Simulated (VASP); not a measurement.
Wanted: the native input for a VASP 6.6.1 run.

* Task: single point
* Functional: PBE-based screened hybrid with 40 % exact exchange
* Potentials or basis: VASP PAW PBE potentials, release 64 (Zr_sv, Se)
* Cutoff: 400 eV
* k mesh: 6 × 6 × 2
* Occupations: gaussian, width 0.01 eV
* Spin: no spin polarisation
* Dipole correction: no
* Grid for exact exchange (PRECFOCK): Normal
* Share of exact exchange: 0.4
* Further INCAR settings: ALGO = Normal; EDIFF = 1e-06; NBANDS = 19
* Screening parameter: 0.2078 1/Å

The system is ZrSe2.

```
Zr Se
1.0
     3.78939    0.00000    0.00000
    -1.89469    3.28170    0.00000
     0.00000    0.00000    6.18068
Zr Se
1 2
Direct
  0.00000 0.00000 0.00000
  0.33333 0.66667 0.25375
  0.66667 0.33333 0.74625
```

One way to write it, as run:

POSCAR

```
ZrSe2
1.0
    3.7893855286      0.0000000000      0.0000000000
   -1.8946927643      3.2817041325      0.0000000000
    0.0000000000      0.0000000000      6.1806783669
Zr Se
1 2
Direct
    0.0000000000      0.0000000000      0.0000000000
    0.3333333333      0.6666666667      0.2537453252
    0.6666666667      0.3333333333      0.7462546748
```

INCAR.step1

```
ALGO = Normal ; EDIFF = 1E-5
ENCUT = 400 ; GGA = PE
GGA_COMPAT = F ; ISIF = 2
ISMEAR = 0 ; LASPH = T
LREAL = F ; LWAVE = T
NBANDS = 19 ; NELM = 120
PREC = Accurate ; SIGMA = 0.01
```

INCAR.step2

```
AEXX = 0.4 ; ALGO = Normal
EDIFF = 1E-6 ; ENCUT = 400
GGA = PE ; GGA_COMPAT = F
HFSCREEN = 0.2078 ; ISIF = 2
ISMEAR = 0 ; ISTART = 1
LASPH = T ; LCHARG = T
LELF = T ; LHFCALC = T
LREAL = F ; LVHAR = T
LWAVE = F ; NBANDS = 19
NELM = 120 ; PREC = Accurate
PRECFOCK = Normal ; SIGMA = 0.01
```

KPOINTS

```
k-points
0
Gamma
  6 6 2
```

Potentials or basis: VASP PAW PBE potentials, release 64 (Zr_sv, Se).

The run is started by

```sh
$ cat potpaw_PBE.64/Zr_sv/POTCAR potpaw_PBE.64/Se/POTCAR > POTCAR
$ cp INCAR.step1 INCAR
$ mpirun -np 1 vasp_std > vasp.out
$ cp INCAR.step2 INCAR
$ mpirun -np 1 vasp_std > vasp.out
```

Results of the run:

* Pressure: -0.6 GPa
* Largest force: 0.314 eV/Å
* Band gap on the k mesh: 1.44 eV (least direct gap 2.33 eV)

Caveat: the k points lie up to 0.51 Å⁻¹ apart; the PAW data sets were made with another functional, which shifts forces and pressure a little.

Run time: 49 min on 1 thread of Oxide Virtual Turin-like Processor, on a shared host, peak memory 0.25 GiB.
